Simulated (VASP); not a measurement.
A run of VASP 6.6.1:

The input POSCAR:

```
AlCu
1.0
    2.9975090000      0.0149875450      0.0000000000
    0.0149875450      2.9975090000      0.0000000000
    0.0000000000      0.0000000000      2.9975090000
Al Cu
1 1
Direct
    0.0000000000      0.0000000000      0.0000000000
    0.5000000000      0.5000000000      0.5000000000
```

The input INCAR.step1:

```
SYSTEM = AlCu
PREC = Accurate ; ENCUT = 520
ISMEAR = 0 ; SIGMA = 0.15
LREAL = .FALSE. ; LASPH = .TRUE.
NELM = 80 ; NBANDS = 14
GGA = PE ; ALGO = Normal
EDIFF = 1E-4 ; LWAVE = .TRUE.
LCHARG = .FALSE.
```

File INCAR.step2:

```
SYSTEM = AlCu
PREC = Accurate ; ENCUT = 520
EDIFF = 1E-6 ; ISMEAR = 0
SIGMA = 0.15 ; LREAL = .FALSE.
LASPH = .TRUE. ; NELM = 80
ALGO = Normal ; ISIF = 2
LWAVE = .FALSE. ; LCHARG = .TRUE.
METAGGA = R2SCAN ; LMIXTAU = .TRUE.
LELF = .TRUE. ; LVHAR = .TRUE.
NBANDS = 14 ; ISTART = 1
```

KPOINTS

```
Automatic mesh
0
G
  16 16 16
  0 0 0
```

Potentials or basis: VASP PAW PBE potentials, release 64 (Al, Cu).

Launch:

```bash
$ cat potpaw_PBE.64/Al/POTCAR potpaw_PBE.64/Cu/POTCAR > POTCAR
$ cp INCAR.step1 INCAR
$ mpirun -np 1 vasp_std > vasp.out
$ cp INCAR.step2 INCAR
$ mpirun -np 1 vasp_std > vasp.out
```

Hardware: 1 thread of Oxide Virtual Turin-like Processor (shared host).

Problem. How long does it take, and how much memory?

Solution. Wall time 14 min on 1 thread of Oxide Virtual Turin-like Processor, on a shared host, peak memory 0.33 GiB. Counts: k points 657.
